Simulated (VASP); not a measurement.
Be16H (a cell with a defect), 17 atoms in the cell. The cell holds a defect, 17 atoms: a = 4.580 Å, b = 3.966 Å, c = 7.177 Å, α = 90.00°, β = 90.00°, γ = 90.00°. 

```yaml
Program: VASP 6.6.1
Task: single point
Functional: PBEsol
Potentials_or_basis: VASP PAW PBE potentials, release 64 (Be, H)
Cutoff: 520 eV
k_mesh: 2 × 3 × 2
Occupations: fermi-dirac, width 0.1 eV
Spin: no spin polarisation
Dipole_correction: no
Further_INCAR_settings: LREAL = Auto; ALGO = Normal; EDIFF = 1e-06; NBANDS = 30
```

Potentials or basis: VASP PAW PBE potentials, release 64 (Be, H).

The run is started by

```sh
$ cat potpaw_PBE.64/Be/POTCAR potpaw_PBE.64/H/POTCAR > POTCAR
$ mpirun -np 1 vasp_std > vasp.out
```

Hardware: 1 thread of Oxide Virtual Turin-like Processor, on a shared host.

Q: Estimate the wall time of this run.

A: Wall time 77 s on 1 thread of Oxide Virtual Turin-like Processor, with other jobs on the host, peak memory 0.2 GiB. Counts: scf iterations 12, k points 8.
